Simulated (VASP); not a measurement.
# Al2Cu (P2/m) in VASP: single point with PBE

Aim: the single point of Al2Cu with PBE.

Everything below comes from runs of VASP 6.6.1. Logs are shortened: lines on timing, memory, paths and dates and some standing lists are left out, and cuts for length are marked.

### 1 The cell of the first run

Symmetry: P2/m, No. 10, monoclinic system. The conventional cell has a = 2.803 Å, b = 2.836 Å, c = 5.891 Å, α = 90.00°, β = 103.03°, γ = 90.00°. Within 3.4 Å of Al (site symmetry m) lie 4 Cu at 2.59 to 2.61 Å and 7 Al at 2.75 to 3.34 Å. Cu (site symmetry 2/m) has 8 Al at 2.59 to 2.61 Å and 4 Cu at 2.80 to 2.84 Å within 3.4 Å.

### 2 Single point, PBE

Input file POSCAR:

```
Al2Cu
1.0
    2.8026530383      0.0000000000     -0.0462267865
    0.0000000000      2.8358683119      0.0000000000
   -1.3797363225      0.0000000000      5.7626116544
Al Cu
2 1
Direct
    0.6488301852      0.5000000000      0.2911935971
    0.3511698148      0.5000000000      0.7088064029
    0.0000000000      0.0000000000      0.0000000000
```

Input file INCAR.step1:

```
PREC     = Accurate       # precision mode
ENCUT    = 520            # plane-wave cutoff, eV
EDIFF    = 1E-6           # SCF threshold, eV
ISMEAR   = 0              # smearing method
SIGMA    = 0.1            # smearing width, eV
LREAL    = F              # projectors in reciprocal space
LASPH    = T              # aspherical terms in the spheres
NELM     = 120            # most SCF steps
ALGO     = Normal         # electronic algorithm
ISIF     = 2              # what is computed and relaxed
LWAVE    = F              # write WAVECAR
LCHARG   = T              # write CHGCAR
LMAXMIX  = 4              # l up to which the mixer works
GGA      = PE             # functional
NBANDS   = 16             # bands
GGA_COMPAT= F            
NEDOS    = 2001           # points of the DOS
LORBIT   = 11             # projections on sites
```

Input file KPOINTS.step1:

```
regular mesh
0
Gamma
  16 16 8
```

Input file INCAR.step2:

```
PREC     = Accurate       # precision mode
ENCUT    = 520            # plane-wave cutoff, eV
EDIFF    = 1E-6           # SCF threshold, eV
ISMEAR   = -5             # smearing method
SIGMA    = 0.1            # smearing width, eV
LREAL    = F              # projectors in reciprocal space
LASPH    = T              # aspherical terms in the spheres
NELM     = 120            # most SCF steps
ALGO     = Normal         # electronic algorithm
ISIF     = 2              # what is computed and relaxed
LWAVE    = F              # write WAVECAR
LCHARG   = F              # write CHGCAR
LMAXMIX  = 4              # l up to which the mixer works
GGA      = PE             # functional
LORBIT   = 11             # projections on sites
NEDOS    = 1001           # points of the DOS
ICHARG   = 11             # starting density
GGA_COMPAT= F
```

Input file KPOINTS.step2:

```
regular mesh
0
Gamma
  24 24 12
```

Potentials or basis: VASP PAW PBE potentials, release 64 (Al, Cu).

Run with:

```console
$ cat potpaw_PBE.64/Al/POTCAR potpaw_PBE.64/Cu/POTCAR > POTCAR
$ cp INCAR.step1 INCAR
$ cp KPOINTS.step1 KPOINTS
$ mpirun -np 1 vasp_std > vasp.out
$ cp INCAR.step2 INCAR
$ cp KPOINTS.step2 KPOINTS
$ mpirun -np 1 vasp_std > vasp.out
```

OUTCAR:

```text
PREC = Accurate
   ENCUT = 520
   EDIFF = 1E-6
   ISMEAR = -5
   LREAL = F
   LASPH = T
   NELM = 120
   ISIF = 2
   GGA = PE
   LORBIT = 11
   ICHARG = 11

 ion  position               nearest neighbor table
   1  0.649  0.500  0.291-   3 2.59   3 2.59   3 2.61   3 2.61   2 2.75   2 2.80   2 3.34
   2  0.351  0.500  0.709-   3 2.59   3 2.59   3 2.61   3 2.61   1 2.75   1 2.80   1 3.34
   3  0.000  0.000  0.000-   1 2.59   1 2.59   2 2.59   2 2.59   1 2.61   2 2.61   1 2.61   2 2.61

  LATTYP: Found a simple monoclinic cell.
 ALAT       =     2.8030342433
 B/A-ratio  =     1.0117137594
 C/A-ratio  =     2.1015865101
 COS(beta)  =    -0.2255119936

  Lattice vectors:

 A1 = (   2.8026530383,   0.0000000000,  -0.0462267865)
 A2 = (   0.0000000000,  -2.8358683119,   0.0000000000)
 A3 = (  -1.4229167158,   0.0000000000,  -5.7163848679)

Analysis of symmetry for initial positions (statically):
=====================================================================
 Subroutine PRICEL returns:
 Original cell was already a primitive cell.

 Routine SETGRP: Setting up the symmetry group for a
 simple monoclinic supercell.

 Subroutine GETGRP returns: Found  4 space group operations
 (whereof  4 operations were pure point group operations)
 out of a pool of  4 trial point group operations.

The static configuration has the point symmetry C_2h.

Analysis of symmetry for dynamics (positions and initial velocities):
=====================================================================
 Subroutine PRICEL returns:
 Original cell was already a primitive cell.

 Routine SETGRP: Setting up the symmetry group for a
 simple monoclinic supercell.

 Subroutine GETGRP returns: Found  4 space group operations
 (whereof  4 operations were pure point group operations)
 out of a pool of  4 trial point group operations.

The dynamic configuration has the point symmetry C_2h.

 Subroutine INISYM returns: Found  4 space group operations
 (whereof  4 operations are pure point group operations),
 and found     1 'primitive' translations

----------------------------------------------------------------------------------------

                                     Primitive cell

  volume of cell :      45.6201

  direct lattice vectors                    reciprocal lattice vectors
     2.802653038  0.000000000 -0.046226786     0.358219434  0.000000000  0.085768119
     0.000000000  2.835868312  0.000000000     0.000000000  0.352625683  0.000000000
    -1.379736322  0.000000000  5.762611654     0.002873581  0.000000000  0.174220448

  length of vectors
     2.803034243  2.835868312  5.925484402     0.368344042  0.352625683  0.174244145

  position of ions in fractional coordinates (direct lattice)
     0.648830185  0.500000000  0.291193597
     0.351169815  0.500000000  0.708806403
     0.000000000  0.000000000  0.000000000

  ion indices of the primitive-cell ions
   primitive index   ion index
                 1           1
                 2           2
                 3           3

----------------------------------------------------------------------------------------

 KPOINTS: regular mesh

Automatic generation of k-mesh.
 Grid dimensions read from file:
 generate k-points for:   24   24   12

 Generating k-lattice:

  Cartesian coordinates                     Fractional coordinates (reciprocal lattice)
     0.014925810  0.000000000  0.003573672     0.041666667  0.000000000  0.000000000
     0.000000000  0.014692737  0.000000000     0.000000000  0.041666667  0.000000000
     0.000239465  0.000000000  0.014518371     0.000000000  0.000000000  0.083333333

  Length of vectors
     0.015347668  0.014692737  0.014520345

  Shift w.r.t. Gamma in fractional coordinates (k-lattice)
     0.000000000  0.000000000  0.000000000

 TETIRR: Found  20736 inequivalent tetrahedra from    41472

 Subroutine IBZKPT returns following result:
 ===========================================

 Found   1898 irreducible k-points:

 Following reciprocal coordinates:
            Coordinates               Weight
  0.000000  0.000000  0.000000      1.000000
  0.041667  0.000000  0.000000      2.000000
  0.083333  0.000000  0.000000      2.000000
  0.125000  0.000000  0.000000      2.000000
  0.166667  0.000000  0.000000      2.000000
  0.208333  0.000000  0.000000      2.000000
[... 16 lines left out ...]
  0.375000  0.041667 -0.000000      4.000000
  0.416667  0.041667  0.000000      4.000000
 [... further k-points ...]
   k-points           NKPTS =   1898   k-points in BZ     NKDIM =   1898   number of bands    NBANDS=     12
   number of dos      NEDOS =   1001   number of ions     NIONS =      3
   total plane-waves  NPLWV =  27648
   dimension x,y,z NGX =    24 NGY =   24 NGZ =   48
   dimension x,y,z NGXF=    48 NGYF=   48 NGZF=   96
   ions per type =               2   1
   NGX,Y,Z   is equivalent  to a cutoff of  14.23, 14.07, 13.47 a.u.
   NGXF,Y,Z  is equivalent  to a cutoff of  28.47, 28.14, 26.93 a.u.
 SYSTEM =  unknown system
   PREC   = accura    normal or accurate (medium, high low for compatibility)
   ISTART =      0    job   : 0-new  1-cont  2-samecut
   ICHARG =     11    charge: 1-file 2-atom 10-const
   ISPIN  =      1    spin polarized calculation?
   LNONCOLLINEAR =      F non collinear calculations
   LSORBIT =      F    spin-orbit coupling
   LASPH  =      T    aspherical Exc in radial PAW
   ENCUT  =  520.0 eV  38.22 Ry    6.18 a.u.   5.21  5.27 11.02*2*pi/ulx,y,z
   NELM   =    120;   NELMIN=  2; NELMDL=  0     # of ELM steps
   EDIFF  = 0.1E-05   stopping-criterion for ELM
   LREAL  =      F    real-space projection
   EDIFFG = 0.1E-04   stopping-criterion for IOM
   NSW    =      0    number of steps for IOM
   IBRION =     -1    ionic relax: 0-MD 1-quasi-New 2-CG
   NFREE  =      0    steps in history (QN), initial steepest desc. (CG)
   ISIF   =      2    stress and relaxation
   ISYM   =      2    0-nonsym 1-usesym 2-fastsym
   POTIM  = 0.5000    time-step for ionic-motion
   TEBEG  =    0.0;   TEEND  =   0.0 temperature during run
   PSTRESS=    0.0 pullay stress
   NELECT =      17.0000    total number of electrons
   NUPDOWN=      -1.0000    fix difference up-down
   EMIN   =  10.00;   EMAX   =-10.00  energy-range for DOS
   EFERMI =   0.00;   METHOD = LEGACY
   ISMEAR =    -5;   SIGMA  =   0.10  broadening in eV -4-tet -1-fermi 0-gaus
   EFERMI_NEDOS =   21; number of points for ismear=-14 and -15
   IALGO  =     38    algorithm
   IMIX   =      4    mixing-type and parameters
     AMIX     =   0.40;   BMIX     =  1.00
     AMIX_MAG =   1.60;   BMIX_MAG =  1.00
  volume/ion in A,a.u.               =      15.21       102.62
  Fermi-wavevector in a.u.,A,eV,Ry     =   1.178073  2.226236 18.882943  1.387857
  Thomas-Fermi vector in A             =   2.314409
   LORBIT       =     11    0 simple, 1 ext, 2 COOP (PROOUT), +10 PAW based schemes
   GGA     = PE    functional components
   LHFCALC =     F    Hartree Fock is set to
   AEXX    =    0.0000 exact exchange contribution
   IVDW    =     0    specifies the selected vdW correction
   LEPSILON=     F    determine dielectric tensor
   LRPA    =     F    only Hartree local field effects (RPA)
 non-spin polarized calculation
 Fermi weights with tetrahedron method with Bloechl corrections
  energy-cutoff  :      520.00
  volume of cell :       45.62
 maximum number of plane-waves:      1250
 NGX is ok and might be reduce to    24

 number of electron      16.9999990 magnetization

 Free energy of the ion-electron system (eV)
  ---------------------------------------------------
  ext. energy  EPLUGINS =         0.00000000
  ---------------------------------------------------
  free energy    TOTEN  =       -11.53362932 eV

  energy without entropy =      -11.53362932  energy(sigma->0) =      -11.53362932

 E-fermi :   7.8007     XC(G=0): -10.7531

 val. band max:        7.8992190225   @ k =  -0.3333   0.5000   0.1667
 cond. band min:       7.7013392797   @ k =   0.3750   0.1667  -0.0000
 fundamental gap:     -0.1978797428
 Fermi energy:         7.8006512206

 k-point     1 :       0.0000    0.0000    0.0000
  band No.  band energies     occupation
      1      -2.9258      2.00000
      2       1.1869      2.00000
      3       1.5858      2.00000
      4       3.3536      2.00000
      5       4.1518      2.00000
      6       4.1982      2.00000
      7       4.2580      2.00000
      8       4.5388      2.00000
      9      14.0924      0.00000
     10      14.3032      0.00000
     11      14.8125      0.00000
     12      15.5173      0.00000

 k-point     2 :       0.0417    0.0000    0.0000
  band No.  band energies     occupation
      1      -2.8904      2.00000
      2       1.1517      2.00000
      3       1.6742      2.00000
      4       3.3599      2.00000
      5       4.1535      2.00000
      6       4.1980      2.00000
      7       4.2667      2.00000
      8       4.5301      2.00000
      9      14.0408      0.00000
     10      14.3400      0.00000
     11      14.6117      0.00000
     12      14.6601      0.00000

 k-point     3 :       0.0833    0.0000    0.0000
  band No.  band energies     occupation
      1      -2.7841      2.00000
      2       1.1034      2.00000
      3       1.8795      2.00000
      4       3.3785      2.00000
      5       4.1584      2.00000
      6       4.1883      2.00000
      7       4.3046      2.00000
      8       4.5048      2.00000
      9      13.4398      0.00000
     10      13.6945      0.00000
     11      13.9410      0.00000
     12      14.4502      0.00000
[... 286 lines left out ...]
 k-point    23 :       0.3750    0.0417   -0.0000
  band No.  band energies     occupation
      1      -0.1121      2.00000
      2       1.9886      2.00000
      3       3.2881      2.00000
      4       3.5380      2.00000
      5       3.9428      2.00000
      6       4.1421      2.00000
      7       4.2574      2.00000
      8       5.7136      2.00000
      9       6.8369      2.00000
     10       7.3435      1.95141
     11      12.5021      0.00000
     12      14.1940      0.00000

 k-point    24 :       0.4167    0.0417    0.0000
  band No.  band energies     occupation
      1       0.5026      2.00000
      2       2.1836      2.00000
      3       3.0290      2.00000
      4       3.5661      2.00000
      5       3.9148      2.00000
      6       4.1211      2.00000
      7       4.2791      2.00000
      8       5.2912      2.00000
      9       6.6404      2.00000
     10       7.5417      1.76818
     11      11.5013      0.00000
     12      14.3631      0.00000

 [... further k-points ...]

------------------------ aborting loop because EDIFF is reached ----------------------------------------

  FORCE on cell =-STRESS in cart. coord.  units (eV):
  Direction    XX          YY          ZZ          XY          YZ          ZX
  --------------------------------------------------------------------------------------
  -------------------------------------------------------------------------------------
  Total       -0.1464664      0.0434854      0.0236678      0.0000000      0.0000000      0.0343941
  in kB       -5.1438981      1.5272055      0.8312111      0.0000000      0.0000000      1.2079213
  external PRESSURE =      -0.9284939 kB  Pullay stress =       0.0000000 kB

 VOLUME and BASIS-vectors are now :
 -----------------------------------------------------------------------------
  energy-cutoff  :      520.00
  volume of cell :       45.62
      direct lattice vectors                 reciprocal lattice vectors
     2.802653038  0.000000000 -0.046226786     0.358219434  0.000000000  0.085768119
     0.000000000  2.835868312  0.000000000     0.000000000  0.352625683  0.000000000
    -1.379736322  0.000000000  5.762611654     0.002873581  0.000000000  0.174220448

 POSITION                                       TOTAL-FORCE (eV/Angst)
 -----------------------------------------------------------------------------------
      1.41668      1.41793      1.64804        -0.001981      0.000000      0.020885
      0.00624      1.41793      4.06834         0.001981      0.000000     -0.020885
      0.00000      0.00000      0.00000         0.000000      0.000000      0.000000
 -----------------------------------------------------------------------------------
    total drift:                               -0.000000     -0.000000     -0.000000

  FREE ENERGIE OF THE ION-ELECTRON SYSTEM (eV)
  ---------------------------------------------------
  free  energy   TOTEN  =       -11.5336293186 eV

  energy  without entropy=      -11.5336293186  energy(sigma->0) =      -11.53362932

 total charge

# of ion       s       p       d       tot
------------------------------------------
    1        0.414   0.362   0.000   0.776
    2        0.414   0.362   0.000   0.776
    3        0.466   0.449   9.132  10.047
--------------------------------------------------
tot          1.295   1.172   9.132  11.599
```

Wall time 22 min (1 thread of Intel Xeon 8259CL, shared host); peak memory 1.2 GiB.

Results:

```
Valence electrons inside the program's atomic spheres : Al 0.78; Cu 10.05
```

Levels at points of the mesh, in eV from the Fermi level:
```csv
k point,band 5,band 6,band 7,band 8,band 9,band 10,band 11,band 12
"(0.00, 0.00, 0.00)",-3.65,-3.60,-3.54,-3.26,6.29,6.50,7.01,7.72
"(0.50, 0.00, 0.00)",-3.83,-3.73,-3.55,-2.85,-1.69,0.73,2.34,6.84
"(0.00, 0.50, 0.00)",-3.69,-3.51,-2.67,-2.32,-2.27,0.04,0.52,10.08
"(0.50, 0.50, 0.00)",-2.90,-2.08,-1.63,-0.48,0.53,1.02,1.72,2.09
"(0.00, 0.00, 0.50)",-3.65,-3.60,-3.26,-1.39,1.04,6.89,7.35,7.70
"(0.50, 0.00, 0.50)",-3.73,-3.72,-3.55,-2.81,-1.54,0.41,2.11,7.12
"(0.00, 0.50, 0.50)",-4.05,-3.69,-3.51,-3.49,-2.29,3.83,3.92,3.99
"(0.50, 0.50, 0.50)",-2.90,-2.12,-1.69,-0.53,0.55,1.26,1.81,2.28
```

Caveat: tetrahedron occupations give inexact forces and stress in metals.
